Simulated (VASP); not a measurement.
# ZrO2 (Fm-3m) in VASP: a series of runs, part 2 of 2

VASP 6.6.1. The steps go on from the part before.

## Step 3: Single point, PBE+D3(BJ) (volume scaled by 1.06)

File INCAR:

```
SYSTEM = ZrO2
PREC     = Accurate       ! precision mode
ENCUT    = 600            ! plane-wave cutoff, eV
EDIFF    = 1E-6           ! SCF threshold, eV
ISMEAR   = 0              ! smearing method
SIGMA    = 0.02           ! smearing width, eV
LREAL    = .FALSE.        ! projectors in reciprocal space
LASPH    = .TRUE.         ! aspherical terms in the spheres
NELM     = 120            ! most SCF steps
ALGO     = Normal         ! electronic algorithm
ISIF     = 2              ! what is computed and relaxed
LWAVE    = .FALSE.        ! write WAVECAR
LCHARG   = .FALSE.        ! write CHGCAR
GGA      = PE             ! functional
IVDW     = 12             ! dispersion correction
NBANDS   = 19             ! bands
GGA_COMPAT= .FALSE.
```

File KPOINTS:

```
regular mesh
0
G
  8 8 8
  0 0 0
```

File POSCAR:

```
ZrO2
1.0
    0.0000000000      2.5937672910      2.5937672910
    2.5937672910      0.0000000000      2.5937672910
    2.5937672910      2.5937672910      0.0000000000
Zr O
1 2
Direct
    0.5000000000      0.5000000000      0.5000000000
    0.7500000000      0.7500000000      0.7500000000
    0.2500000000      0.2500000000      0.2500000000
```

Potentials or basis: VASP PAW PBE potentials, release 64 (Zr_sv, O).

On the command line:

```
> cat potpaw_PBE.64/Zr_sv/POTCAR potpaw_PBE.64/O/POTCAR > POTCAR
> mpirun -np 1 vasp_std > vasp.out
```

OUTCAR:

```text
SYSTEM = ZrO2
   PREC = Accurate
   ENCUT = 600
   EDIFF = 1E-6
   ISMEAR = 0
   LREAL = .FALSE.
   LASPH = .TRUE.
   NELM = 120
   ISIF = 2
   GGA = PE
   IVDW = 12
 IVDW          = 12

 ion  position               nearest neighbor table
   1  0.500  0.500  0.500-   3 2.25   3 2.25   3 2.25   2 2.25   3 2.25   2 2.25   2 2.25   2 2.25

   2  0.750  0.750  0.750-   1 2.25   1 2.25   1 2.25   1 2.25
   3  0.250  0.250  0.250-   1 2.25   1 2.25   1 2.25   1 2.25

  LATTYP: Found a face centered cubic cell.
 ALAT       =     5.1875345820

  Lattice vectors:

 A1 = (   0.0000000000,   2.5937672910,   2.5937672910)
 A2 = (   2.5937672910,   0.0000000000,   2.5937672910)
 A3 = (   2.5937672910,   2.5937672910,   0.0000000000)

Analysis of symmetry for initial positions (statically):
=====================================================================
 Subroutine PRICEL returns:
 Original cell was already a primitive cell.

 Routine SETGRP: Setting up the symmetry group for a
 face centered cubic supercell.

 Subroutine GETGRP returns: Found 48 space group operations
[... 9 lines left out ...]

 Routine SETGRP: Setting up the symmetry group for a
 face centered cubic supercell.

[... 154 lines left out ...]

 E-fermi :   6.8526     XC(G=0): -11.4796

 val. band max:        6.5913092388   @ k =   0.5000   0.5000   0.0000
 cond. band min:       9.7853655718   @ k =   0.0000   0.0000   0.0000
 fundamental gap:      3.1940563330
 Fermi energy:         6.8525836401

 k-point     1 :       0.0000    0.0000    0.0000
  band No.  band energies     occupation
      1     -41.7693      2.00000
      2     -19.5802      2.00000
      3     -19.5802      2.00000
      4     -19.5802      2.00000
      5     -11.3339      2.00000
      6      -8.9853      2.00000
[... 505 lines left out ...]
      6      -9.5998      2.00000
[... 11 lines left out ...]
     18      16.9444      0.00000
     19      20.3047      0.00000

 [... further k-points ...]

------------------------ aborting loop because EDIFF is reached ----------------------------------------

 Edisp (eV)   -0.75489

 E8    (eV) :    -0.3224

  FORCE on cell =-STRESS in cart. coord.  units (eV):
  Direction    XX          YY          ZZ          XY          YZ          ZX
  --------------------------------------------------------------------------------------
  -------------------------------------------------------------------------------------
  Total      -2.73261    -2.73261    -2.73261     0.00000     0.00000     0.00000
  in kB    -125.44827  -125.44827  -125.44827     0.00000     0.00000     0.00000
  external pressure =     -125.45 kB  Pullay stress =        0.00 kB

 VOLUME and BASIS-vectors are now :
 -----------------------------------------------------------------------------
  energy-cutoff  :      600.00
  volume of cell :       34.90
      direct lattice vectors                 reciprocal lattice vectors
     0.000000000  2.593767291  2.593767291    -0.192769799  0.192769799  0.192769799
     2.593767291  0.000000000  2.593767291     0.192769799 -0.192769799  0.192769799
     2.593767291  2.593767291  0.000000000     0.192769799  0.192769799 -0.192769799

 POSITION                                       TOTAL-FORCE (eV/Angst)
 -----------------------------------------------------------------------------------
      2.59377      2.59377      2.59377         0.000000     -0.000000      0.000000
      3.89065      3.89065      3.89065        -0.000000     -0.000000     -0.000000
      1.29688      1.29688      1.29688         0.000000      0.000000      0.000000
 -----------------------------------------------------------------------------------
    total drift:                                0.000000     -0.000000      0.000000

  FREE ENERGIE OF THE ION-ELECTRON SYSTEM (eV)
  ---------------------------------------------------
  free  energy   TOTEN  =       -29.2912043569 eV

  energy  without entropy=      -29.2912043569  energy(sigma->0) =      -29.29120436
```

stdout:

```text
POSCAR found type information on POSCAR ZrO
 POSCAR found :  2 types and       3 ions
 scaLAPACK will be used
 LDA part: xc-table for (Slater+PW92), standard interpolation
 POSCAR, INCAR and KPOINTS ok, starting setup
 FFT: planning ... GRIDC
 FFT: planning ... GRID_SOFT
 FFT: planning ... GRID
 WAVECAR not read
 entering main loop
```

Wall time 12 s (1 thread of Intel Xeon 6975P-C (Granite Rapids), shared host); peak memory 0.18 GiB.

Results:

* Free energy: -29.2912 eV
* Pressure: -12.5 GPa
* Band gap on the k mesh: 3.19 eV, indirect (least direct gap 3.59 eV)
* Dispersion energy per atom: -0.252 eV

Levels at points of the mesh, in eV from the valence-band top:
| k point | band 10 | band 11 | band 12 | band 13 | band 14 | band 15 |
| --- | --- | --- | --- | --- | --- | --- |
| (0.00, 0.00, 0.00) | -0.51 | -0.51 | -0.51 | 3.19 | 3.19 | 6.16 |
| (0.50, 0.00, 0.00) | -2.42 | -1.59 | -1.59 | 3.77 | 3.77 | 5.58 |
| (0.50, 0.50, 0.00) | -1.43 | -1.43 | 0.00 | 3.59 | 4.44 | 5.33 |

Caveat: the cell differs from its parent crystal (volume scaled by 1.06). A k mesh can miss the band edges.

## Step 4: Single point, PBE+D3(BJ) (volume scaled by 1.10)

File INCAR:

```
SYSTEM = ZrO2
  ALGO = Normal
  EDIFF = 1E-6
  ENCUT = 600
  GGA = PE
  GGA_COMPAT = .False.
  ISIF = 2
  ISMEAR = 0
  IVDW = 12
  LASPH = .True.
  LCHARG = .False.
  LREAL = .False.
  LWAVE = .False.
  NBANDS = 19
  NELM = 120
  PREC = Accurate
  SIGMA = 0.02
```

File KPOINTS:

```
k-points
0
Gamma
  8 8 8
  0 0 0
```

File POSCAR:

```
ZrO2
1.0
    0.0000000000      2.6259912976      2.6259912976
    2.6259912976      0.0000000000      2.6259912976
    2.6259912976      2.6259912976      0.0000000000
Zr O
1 2
Direct
    0.5000000000      0.5000000000      0.5000000000
    0.7500000000      0.7500000000      0.7500000000
    0.2500000000      0.2500000000      0.2500000000
```

On the command line:

```
> cat potpaw_PBE.64/Zr_sv/POTCAR potpaw_PBE.64/O/POTCAR > POTCAR
> mpirun -np 1 vasp_std > vasp.out
```

Wall time 12 s (1 thread of Intel Xeon 6975P-C (Granite Rapids), shared host); peak memory 0.18 GiB.

It converged, with:

```yaml
Free_energy: -29.1637 eV
Pressure: -19.1 GPa
Band_gap_on_the_k_mesh: 3.09 eV, indirect (least direct gap 3.46 eV)
Dispersion_energy_per_atom: -0.242 eV
```

Levels at points of the mesh, in eV from the valence-band top:
| k point | band 10 | band 11 | band 12 | band 13 | band 14 | band 15 |
| --- | --- | --- | --- | --- | --- | --- |
| (0.00, 0.00, 0.00) | -0.50 | -0.50 | -0.50 | 3.09 | 3.09 | 5.89 |
| (0.50, 0.00, 0.00) | -2.35 | -1.56 | -1.56 | 3.62 | 3.62 | 5.27 |
| (0.50, 0.50, 0.00) | -1.38 | -1.38 | 0.00 | 3.46 | 4.24 | 5.03 |

Caveat: the cell differs from its parent crystal (volume scaled by 1.10). A k mesh can miss the band edges.

## Step 5: Relaxation of cell and atoms, PBE+D3(BJ)

This run uses another cell than the first one, of 10.97 Å³/atom, 0.970 times its volume.

File INCAR:

```
  PREC = Accurate
  ENCUT = 600
  EDIFF = 1E-7
  ISMEAR = 0
  SIGMA = 0.02
  LREAL = F
  LASPH = T
  NELM = 120
  ALGO = Normal
  ISIF = 3
  LWAVE = F
  LCHARG = F
  GGA = PE
  IVDW = 12
  IBRION = 2
  NSW = 100
  EDIFFG = -0.01
  GGA_COMPAT = F
  NELMIN = 4
```

File KPOINTS:

```
Automatic mesh
0
Gamma
  8 8 8
```

File POSCAR:

```
ZrO2
1.0
    0.0000000000      2.5432263482      2.5432263482
    2.5432263482      0.0000000000      2.5432263482
    2.5432263482      2.5432263482      0.0000000000
Zr O
1 2
Direct
    0.5000000000      0.5000000000      0.5000000000
    0.7500000000      0.7500000000      0.7500000000
    0.2500000000      0.2500000000      0.2500000000
```

On the command line:

```
> cat potpaw_PBE.64/Zr_sv/POTCAR potpaw_PBE.64/O/POTCAR > POTCAR
> mpirun -np 1 vasp_std > vasp.out
```

Run time: 24 s. Hardware: 1 thread of Intel Xeon 6975P-C (Granite Rapids), shared host; peak memory 0.19 GiB.

Results (log left out):

| Item | Value |
| --- | --- |
| Free energy | -29.3667 eV |
| Relaxed volume | 10.98 Å³/atom |
| Relaxed cell | a = 3.598 Å, b = 3.598 Å, c = 3.598 Å, α = 60.00°, β = 60.00°, γ = 60.00° |
| Space group after relaxing (to 0.05 Å) | Fm-3m (No. 225) |
| Energy gained by relaxing | 0.0 meV/atom |
| Ionic steps | 3 |
| Pressure after relaxing | 0.0 GPa |
| Band gap on the k mesh | 3.36 eV, indirect (least direct gap 3.80 eV) |
| Dispersion energy per atom | -0.267 eV |

Final structure:
```yaml
crystal:
  lattice:
    - [0.00000, 2.54408, 2.54408]
    - [2.54408, 0.00000, 2.54408]
    - [2.54408, 2.54408, 0.00000]
  atoms:
    - { symbol: Zr, position: [0.50000, 0.50000, 0.50000] }
    - { symbol: O, position: [0.75000, 0.75000, 0.75000] }
    - { symbol: O, position: [0.25000, 0.25000, 0.25000] }
```

Levels at points of the mesh, in eV from the valence-band top:
```tsv
k point	band 10	band 11	band 12	band 13	band 14	band 15
(0.00, 0.00, 0.00)	-0.53	-0.53	-0.53	3.36	3.36	6.59
(0.50, 0.00, 0.00)	-2.47	-1.64	-1.64	4.00	4.00	6.10
(0.50, 0.50, 0.00)	-1.51	-1.51	0.00	3.80	4.74	5.84
```

A k mesh can miss the band edges. A hybrid or GW would open this gap; PBE tends to underestimate it.

## Step 6: The runs side by side

| task | cell | gap on the mesh (eV) | pressure (GPa) |
| --- | --- | --- | --- |
| single point | a = 3.633 Å, angles 60.0°, 3 atoms | 3.28 | -6.8 |
| single point | a = 3.668 Å, angles 60.0°, 3 atoms | 3.19 | -12.5 |
| single point | a = 3.714 Å, angles 60.0°, 3 atoms | 3.09 | -19.1 |
| relaxation of cell and atoms | relaxed from a = 3.597 Å, angles 60.0°, 3 atoms | 3.36 | 0.0 |

Alike in all rows: level PBE+D3(BJ); potentials or basis VASP PAW PBE potentials, release 64 (Zr_sv, O); no spin polarisation; k mesh 8 × 8 × 8; cutoff (eV) 600; smearing gaussian 0.02 eV.

Total energies depend on the potentials used, so only differences within one code and one set of settings carry meaning.
